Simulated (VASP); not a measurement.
Wanted: the native input for a VASP 6.6.1 run.

- Task: single point
- Functional: LDA
- Potentials or basis: VASP PAW LDA potentials, release 64 (Si)
- Cutoff: 520 eV
- k mesh: 7 × 7 × 7
- Occupations: fermi-dirac, width 0.2 eV
- Spin: no spin polarisation
- Dipole correction: no
- Further INCAR settings: ALGO = Normal; EDIFF = 1e-07; NBANDS = 8

The structure of Si lies in POSCAR:

```
Si
1.0
   -1.6331807706      1.6331807706      1.3112866747
    1.6331807706     -1.6331807706      1.3112866747
    1.6331807706      1.6331807706     -1.3112866747
Si
1
Direct
   -0.0184201353     -0.0208065019      0.0165419464
```

The input as run:

INCAR

```
SYSTEM = Si
  ALGO = Normal
  EDIFF = 1E-7
  ENCUT = 520
  ISIF = 2
  ISMEAR = -1
  LASPH = .TRUE.
  LCHARG = .TRUE.
  LELF = .TRUE.
  LREAL = .FALSE.
  LVHAR = .TRUE.
  LWAVE = .FALSE.
  NBANDS = 8
  NELM = 100
  PREC = Accurate
  SIGMA = 0.2
```

KPOINTS

```
k-points
0
G
  7 7 7
  0 0 0
```

Potentials or basis: VASP PAW LDA potentials, release 64 (Si).

Run with:

```sh
$ cat potpaw_LDA.64/Si/POTCAR > POTCAR
$ mpirun -np 1 vasp_std > vasp.out
```

Results of the run:

```yaml
Pressure: 0.0 GPa
Band_gap_on_the_k_mesh: zero (band 2 reaches 19.98 eV, above the bottom of band 3 at 7.41 eV)
```

Caveat: the k points lie up to 0.44 Å⁻¹ apart.

Run time: 8.5 s on 1 thread of AMD EPYC 7R13 (shared host), peak memory 0.08 GiB.
